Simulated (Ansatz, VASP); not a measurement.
**SnGe2: VASP beside Ansatz**

File INCAR:

```
SYSTEM = SnGe2
ALGO = Normal
EDIFF = 1E-6
ENCUT = 500
GGA = PS
GGA_COMPAT = .False.
ISIF = 2
ISMEAR = 0
LASPH = .True.
LCHARG = .False.
LREAL = .False.
LWAVE = .False.
NBANDS = 28
NELM = 120
PREC = Accurate
SIGMA = 0.05
```

The input KPOINTS:

```
k-points
0
Gamma
  4 4 4
  0 0 0
```

Contents of POSCAR:

```
SnGe2
1.0
    0.0000000000      3.2862774768      3.2862774768
    3.2862774768      0.0000000000      3.2862774768
    3.2862774768      3.2862774768      0.0000000000
Sn Ge
1 2
Direct
    0.0000000000      0.0000000000      0.0000000000
    0.2500000000      0.2500000000      0.2500000000
    0.7500000000      0.7500000000      0.7500000000
```

Input for Ansatz:

```yaml
crystal:
  lattice:
    - [0.0, 3.2862774768, 3.2862774768]
    - [3.2862774768, 0.0, 3.2862774768]
    - [3.2862774768, 3.2862774768, 0.0]
  atoms:
    - { symbol: Sn, position: [0.0, 0.0, 0.0] }
    - { symbol: Ge, position: [0.25, 0.25, 0.25] }
    - { symbol: Ge, position: [0.75, 0.75, 0.75] }
basis:
  ecutwfc: 420
kpoints:
  mp_grid: { grid: [4, 4, 4] }
hamiltonian:
  xc: pbesol
scf:
  occupations: { method: gaussian, width: 0.05 }
output:
  forces: true
  stress: true
  eigenvalues: true
```

Alike in both runs: task single point; functional PBEsol; k mesh 4 × 4 × 4; occupations gaussian, width 0.05 eV; no spin polarisation.

|  | VASP | Ansatz |
| --- | --- | --- |
| version | VASP 6.6.1 | Ansatz 0.2.0 |
| potentials or method | VASP PAW PBE potentials, release 64 (Sn_d, Ge_d), cutoff 500 eV | scalar-relativistic, plane waves, PAW |
| valence electrons in the cell | 42 | 42 |

Ansatz gave:

- gap on the k mesh at the Fermi level (eV): none
- pressure (GPa): 2.0

Estimate VASP's values.

gap on the k mesh at the Fermi level (eV): none; pressure (GPa): 1.9.

VASP's potentials were made for PBE, not for PBEsol. A gap of «none» marks a metal or a gap that the smearing closes.

The k mesh is coarse, so the values compare programs but aren't converged.
